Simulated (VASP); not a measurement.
# W3O (Cccm) in VASP: single point with PBEsol

Aim: the single point of W3O with PBEsol.

Program: VASP 6.6.1. These are calculated values, not measurements. Logs are shortened: lines on timing, memory, paths and dates and some standing lists are left out, and cuts for length are marked.

## (1) The cell of the first run

The structure is orthorhombic, space group Cccm (No. 66). Conventional cell: a = 6.704 Å, b = 6.961 Å, c = 4.831 Å, α = 90.00°, β = 90.00°, γ = 90.00°. W (site symmetry m) has 10 W at 2.42 to 3.00 Å and 4 O at 2.66 to 2.74 Å within 3.2 Å. W (site symmetry 222) has 10 W at 2.42 to 3.00 Å and 4 O at 2.70 Å within 3.2 Å. Within 3.5 Å of O (site symmetry 2/m) lie 12 W at 2.66 to 2.74 Å.

## (2) Single point, PBEsol (strain +0.0375 x Voigt [0, 0, 0, 0, 0, 1])

File INCAR:

```
SYSTEM = W3O
PREC     = Accurate       ! precision mode
ENCUT    = 520            ! plane-wave cutoff, eV
EDIFF    = 1E-6           ! SCF threshold, eV
ISMEAR   = 0              ! smearing method
SIGMA    = 0.15           ! smearing width, eV
LREAL    = .False.        ! projectors in reciprocal space
LASPH    = .True.         ! aspherical terms in the spheres
NELM     = 100            ! most SCF steps
ALGO     = Normal         ! electronic algorithm
ISIF     = 2              ! what is computed and relaxed
LWAVE    = .False.        ! write WAVECAR
LCHARG   = .False.        ! write CHGCAR
GGA      = PS             ! functional
NBANDS   = 58             ! bands
```

File KPOINTS:

```
Automatic mesh
0
Gamma
  8 8 8
  0 0 0
```

File POSCAR:

```
W3O
1.0
    4.8313496810      0.0905878065      0.0000000000
    0.0905878065      4.8313496810      0.0000000000
    0.0000000000      0.0000000000      4.8313496810
W O
6 2
Direct
    0.5000000000      0.7500000000      0.0000000000
    0.0000000000      0.5000000000      0.7500000000
    0.2500000000      0.0000000000      0.5000000000
    0.5000000000      0.2500000000      0.0000000000
    0.0000000000      0.5000000000      0.2500000000
    0.7500000000      0.0000000000      0.5000000000
    0.5000000000      0.5000000000      0.5000000000
    0.0000000000      0.0000000000      0.0000000000
```

Potentials or basis: VASP PAW PBE potentials, release 64 (W_sv, O).

On the command line:

```bash
cat potpaw_PBE.64/W_sv/POTCAR potpaw_PBE.64/O/POTCAR > POTCAR
mpirun -np 1 vasp_std > vasp.out
```

OUTCAR:

```text
SYSTEM = W3O
   PREC = Accurate
   ENCUT = 520
   EDIFF = 1E-6
   ISMEAR = 0
   LREAL = .False.
   LASPH = .True.
   NELM = 100
   ISIF = 2
   GGA = PS

 ion  position               nearest neighbor table
   1  0.500  0.750  0.000-   4 2.42   4 2.42   8 2.66   7 2.70   7 2.70   2 2.92   5 2.92   3 2.94
                             3 2.94   6 2.98   6 2.98   5 3.00   2 3.00
   2  0.000  0.500  0.750-   5 2.42   5 2.42   8 2.70   7 2.70   8 2.70   7 2.70   3 2.92   6 2.92
                             1 2.92   4 2.92   3 3.00   1 3.00   4 3.00   6 3.00
   3  0.250  0.000  0.500-   6 2.42   6 2.42   7 2.66   8 2.70   8 2.70   5 2.92   2 2.92   1 2.94
                             1 2.94   4 2.98   4 2.98   2 3.00   5 3.00
   4  0.500  0.250  0.000-   1 2.42   1 2.42   8 2.66   7 2.70   7 2.70   2 2.92   5 2.92   6 2.94
                             6 2.94   3 2.98   3 2.98   5 3.00   2 3.00
   5  0.000  0.500  0.250-   2 2.42   2 2.42   8 2.70   7 2.70   8 2.70   7 2.70   3 2.92   6 2.92
                             1 2.92   4 2.92   1 3.00   3 3.00   4 3.00   6 3.00
   6  0.750  0.000  0.500-   3 2.42   3 2.42   7 2.66   8 2.70   8 2.70   5 2.92   2 2.92   4 2.94
                             4 2.94   1 2.98   1 2.98   2 3.00   5 3.00
   7  0.500  0.500  0.500-   3 2.66   6 2.66   4 2.70   1 2.70   4 2.70   1 2.70   5 2.70   2 2.70
                             2 2.70   5 2.70
   8  0.000  0.000  0.000-   1 2.66   4 2.66   6 2.70   3 2.70   6 2.70   3 2.70   2 2.70   2 2.70
                             5 2.70   5 2.70

  LATTYP: Found a base centered orthorhombic cell.
 ALAT       =     6.7044497389
 B/A-ratio  =     1.0382165605
 C/A-ratio  =     0.7206183757

  Lattice vectors:

 A1 = (  -0.0905878065,  -4.8313496810,   0.0000000000)
 A2 = (   4.8313496810,   0.0905878065,   0.0000000000)
 A3 = (   0.0000000000,   0.0000000000,   4.8313496810)

Analysis of symmetry for initial positions (statically):
=====================================================================
 Subroutine PRICEL returns:
 Original cell was already a primitive cell.

 Routine SETGRP: Setting up the symmetry group for a
 base centered orthorhombic supercell.

 Subroutine GETGRP returns: Found  8 space group operations
 (whereof  4 operations were pure point group operations)
 out of a pool of  8 trial point group operations.

The static configuration has the point symmetry C_2h.
 The point group associated with its full space group is D_2h.

Analysis of symmetry for dynamics (positions and initial velocities):
=====================================================================
 Subroutine PRICEL returns:
 Original cell was already a primitive cell.

 Routine SETGRP: Setting up the symmetry group for a
 base centered orthorhombic supercell.

 Subroutine GETGRP returns: Found  8 space group operations
 (whereof  4 operations were pure point group operations)
 out of a pool of  8 trial point group operations.

The dynamic configuration has the point symmetry C_2h.
 The point group associated with its full space group is D_2h.

 Subroutine INISYM returns: Found  8 space group operations
 (whereof  4 operations are pure point group operations),
 and found     1 'primitive' translations

----------------------------------------------------------------------------------------

                                     Primitive cell

  volume of cell :     112.7334

  direct lattice vectors                    reciprocal lattice vectors
     4.831349681  0.090587807  0.000000000     0.207054292 -0.003882268  0.000000000
     0.090587807  4.831349681  0.000000000    -0.003882268  0.207054292  0.000000000
     0.000000000  0.000000000  4.831349681     0.000000000  0.000000000  0.206981499

  length of vectors
     4.832198867  4.832198867  4.831349681     0.207090685  0.207090685  0.206981499

  position of ions in fractional coordinates (direct lattice)
     0.500000000  0.750000000  0.000000000
     0.000000000  0.500000000  0.750000000
     0.250000000  0.000000000  0.500000000
     0.500000000  0.250000000  0.000000000
     0.000000000  0.500000000  0.250000000
     0.750000000  0.000000000  0.500000000
     0.500000000  0.500000000  0.500000000
     0.000000000  0.000000000  0.000000000

  ion indices of the primitive-cell ions
   primitive index   ion index
                 1           1
                 2           2
                 3           3
                 4           4
                 5           5
                 6           6
                 7           7
                 8           8

----------------------------------------------------------------------------------------

 KPOINTS: Automatic mesh

Automatic generation of k-mesh.
 Grid dimensions read from file:
 generate k-points for:    8    8    8

 Generating k-lattice:

  Cartesian coordinates                     Fractional coordinates (reciprocal lattice)
     0.025881786 -0.000485283  0.000000000     0.125000000  0.000000000  0.000000000
    -0.000485283  0.025881786  0.000000000     0.000000000  0.125000000  0.000000000
     0.000000000  0.000000000  0.025872687     0.000000000  0.000000000  0.125000000

  Length of vectors
     0.025886336  0.025886336  0.025872687

  Shift w.r.t. Gamma in fractional coordinates (k-lattice)
     0.000000000  0.000000000  0.000000000

 Subroutine IBZKPT returns following result:
 ===========================================

 Found    105 irreducible k-points:

 Following reciprocal coordinates:
            Coordinates               Weight
  0.000000  0.000000  0.000000      1.000000
  0.125000 -0.000000  0.000000      4.000000
  0.250000 -0.000000  0.000000      4.000000
  0.375000 -0.000000  0.000000      4.000000
  0.500000 -0.000000  0.000000      2.000000
  0.125000  0.125000  0.000000      2.000000
[... 16 lines left out ...]
  0.125000 -0.000000  0.125000      8.000000
  0.250000 -0.000000  0.125000      8.000000
 [... further k-points ...]
   k-points           NKPTS =    105   k-points in BZ     NKDIM =    105   number of bands    NBANDS=     58
   number of dos      NEDOS =    301   number of ions     NIONS =      8
   total plane-waves  NPLWV =  46656
   dimension x,y,z NGX =    36 NGY =   36 NGZ =   36
   dimension x,y,z NGXF=    72 NGYF=   72 NGZF=   72
   ions per type =               6   2
   NGX,Y,Z   is equivalent  to a cutoff of  12.39, 12.39, 12.39 a.u.
   NGXF,Y,Z  is equivalent  to a cutoff of  24.77, 24.77, 24.78 a.u.
 SYSTEM =  W3O
   PREC   = accura    normal or accurate (medium, high low for compatibility)
   ISTART =      0    job   : 0-new  1-cont  2-samecut
   ICHARG =      2    charge: 1-file 2-atom 10-const
   ISPIN  =      1    spin polarized calculation?
   LNONCOLLINEAR =      F non collinear calculations
   LSORBIT =      F    spin-orbit coupling
   LASPH  =      T    aspherical Exc in radial PAW
   ENCUT  =  520.0 eV  38.22 Ry    6.18 a.u.   8.98  8.98  8.98*2*pi/ulx,y,z
   NELM   =    100;   NELMIN=  2; NELMDL= -5     # of ELM steps
   EDIFF  = 0.1E-05   stopping-criterion for ELM
   LREAL  =      F    real-space projection
   EDIFFG = 0.1E-04   stopping-criterion for IOM
   NSW    =      0    number of steps for IOM
   IBRION =     -1    ionic relax: 0-MD 1-quasi-New 2-CG
   NFREE  =      0    steps in history (QN), initial steepest desc. (CG)
   ISIF   =      2    stress and relaxation
   ISYM   =      2    0-nonsym 1-usesym 2-fastsym
   POTIM  = 0.5000    time-step for ionic-motion
   TEBEG  =    0.0;   TEEND  =   0.0 temperature during run
   PSTRESS=    0.0 pullay stress
   NELECT =      96.0000    total number of electrons
   NUPDOWN=      -1.0000    fix difference up-down
   EMIN   =  10.00;   EMAX   =-10.00  energy-range for DOS
   EFERMI =   0.00;   METHOD = LEGACY
   ISMEAR =     0;   SIGMA  =   0.15  broadening in eV -4-tet -1-fermi 0-gaus
   EFERMI_NEDOS =   21; number of points for ismear=-14 and -15
   IALGO  =     38    algorithm
   IMIX   =      4    mixing-type and parameters
     AMIX     =   0.40;   BMIX     =  1.00
     AMIX_MAG =   1.60;   BMIX_MAG =  1.00
  volume/ion in A,a.u.               =      14.09        95.10
  Fermi-wavevector in a.u.,A,eV,Ry     =   1.551724  2.932332 32.760732  2.407846
  Thomas-Fermi vector in A             =   2.656202
   LORBIT       =      0    0 simple, 1 ext, 2 COOP (PROOUT), +10 PAW based schemes
   GGA     = PS    functional components
   LHFCALC =     F    Hartree Fock is set to
   AEXX    =    0.0000 exact exchange contribution
   IVDW    =     0    specifies the selected vdW correction
   LEPSILON=     F    determine dielectric tensor
   LRPA    =     F    only Hartree local field effects (RPA)
 non-spin polarized calculation
 Gauss-broadening in eV      SIGMA  =   0.15
  energy-cutoff  :      520.00
  volume of cell :      112.73
 maximum number of plane-waves:      3064
   NGX = 17   NGY = 17   NGZ = 17

 number of electron      95.9999960 magnetization

 Free energy of the ion-electron system (eV)
  ---------------------------------------------------
  ext. energy  EPLUGINS =         0.00000000
  ---------------------------------------------------
  free energy    TOTEN  =       -86.55017514 eV

  energy without entropy =      -86.47278164  energy(sigma->0) =      -86.51147839

 E-fermi :  10.0933     XC(G=0): -13.4062

 val. band max:       10.0919846756   @ k =   0.2500   0.1250   0.3750
 cond. band min:      10.0946499556   @ k =   0.5000   0.5000   0.1250
 fundamental gap:      0.0026652800
 Fermi energy:        10.0933449139

 k-point     1 :       0.0000    0.0000    0.0000
  band No.  band energies     occupation
      1     -64.0968      2.00000
      2     -64.0306      2.00000
      3     -64.0297      2.00000
      4     -63.7961      2.00000
      5     -63.7955      2.00000
      6     -63.7924      2.00000
[... 50 lines left out ...]
     57      13.6126      0.00000
     58      14.0036      0.00000

 k-point     2 :       0.1250   -0.0000    0.0000
  band No.  band energies     occupation
      1     -64.0922      2.00000
      2     -64.0322      2.00000
      3     -64.0232      2.00000
      4     -63.8044      2.00000
      5     -63.7955      2.00000
      6     -63.7940      2.00000
[... 1337 lines left out ...]
      2     -64.0331      2.00000
      3     -64.0020      2.00000
      4     -63.8320      2.00000
      5     -63.8053      2.00000
      6     -63.7942      2.00000
[... 50 lines left out ...]
     57      13.0554      0.00000
     58      13.5511      0.00000

 [... further k-points ...]

------------------------ aborting loop because EDIFF is reached ----------------------------------------

  FORCE on cell =-STRESS in cart. coord.  units (eV):
  Direction    XX          YY          ZZ          XY          YZ          ZX
  --------------------------------------------------------------------------------------
  -------------------------------------------------------------------------------------
  Total        0.8600339      0.8600339      0.6449557     -0.3180197      0.0000000      0.0000000
  in kB       12.2228770     12.2228770      9.1661674     -4.5197241      0.0000000      0.0000000
  external PRESSURE =      11.2039738 kB  Pullay stress =       0.0000000 kB

 VOLUME and BASIS-vectors are now :
 -----------------------------------------------------------------------------
  energy-cutoff  :      520.00
  volume of cell :      112.73
      direct lattice vectors                 reciprocal lattice vectors
     4.831349681  0.090587807  0.000000000     0.207054292 -0.003882268  0.000000000
     0.090587807  4.831349681  0.000000000    -0.003882268  0.207054292  0.000000000
     0.000000000  0.000000000  4.831349681     0.000000000  0.000000000  0.206981499

 POSITION                                       TOTAL-FORCE (eV/Angst)
 -----------------------------------------------------------------------------------
      2.48362      3.66881      0.00000        -0.307382      0.012459     -0.000000
      0.04529      2.41567      3.62351        -0.000000      0.000000     -0.000000
      1.20784      0.02265      2.41567         0.012459     -0.307382      0.000000
      2.43832      1.25313      0.00000         0.307382     -0.012459      0.000000
      0.04529      2.41567      1.20784        -0.000000      0.000000      0.000000
      3.62351      0.06794      2.41567        -0.012459      0.307382     -0.000000
      2.46097      2.46097      2.41567        -0.000000      0.000000     -0.000000
      0.00000      0.00000      0.00000        -0.000000      0.000000     -0.000000
 -----------------------------------------------------------------------------------
    total drift:                                0.000000      0.000000     -0.000000

  FREE ENERGIE OF THE ION-ELECTRON SYSTEM (eV)
  ---------------------------------------------------
  free  energy   TOTEN  =       -86.5501751400 eV

  energy  without entropy=      -86.4727816430  energy(sigma->0) =      -86.51147839
```

Run time: 8.3 min. Hardware: 1 thread of Intel Xeon Platinum 8488C (Sapphire Rapids), shared host; peak memory 0.54 GiB.

Results:

| Property | Result |
| --- | --- |
| Free energy | -86.5502 eV |
| Pressure | 1.1 GPa |
| Largest force | 0.308 eV/Å |
| Band gap on the k mesh | zero (bands 48 and 49 overlap by 0.95 eV) |

Forces on the atoms (eV/Å):
```
W   -0.307  0.012  0.000
W    0.000  0.000  0.000
W    0.012 -0.307  0.000
W    0.307 -0.012  0.000
W    0.000  0.000  0.000
W   -0.012  0.307  0.000
O    0.000  0.000  0.000
O    0.000  0.000  0.000
```

Stress tensor (GPa, compression positive):
```
 1.22 -0.45  0.00
-0.45  1.22  0.00
 0.00  0.00  0.92
```

Levels at points of the mesh, in eV from the Fermi level:
| k point | band 46 | band 47 | band 48 | band 49 | band 50 | band 51 |
| --- | --- | --- | --- | --- | --- | --- |
| (0.00, 0.00, 0.00) | -0.72 | 0.01 | 0.14 | 0.23 | 1.32 | 1.43 |
| (0.50, 0.00, 0.00) | -0.89 | 0.39 | 0.45 | 0.46 | 0.51 | 1.09 |
| (0.50, 0.50, 0.00) | -0.44 | -0.35 | -0.27 | -0.15 | -0.11 | -0.11 |
| (0.00, 0.00, 0.50) | -0.90 | 0.41 | 0.41 | 0.46 | 0.46 | 1.08 |
| (0.50, 0.00, 0.50) | -0.47 | -0.34 | -0.21 | -0.20 | -0.14 | -0.05 |
| (0.50, 0.50, 0.50) | -1.05 | -1.04 | -1.04 | -0.22 | -0.22 | 0.57 |

Caveat: the cell differs from its parent crystal (strain +0.0375 x Voigt [0, 0, 0, 0, 0, 1]); the PAW data sets were made with another functional, which shifts forces and pressure a little; spin-orbit coupling is left out, which moves the levels of the heavy elements.
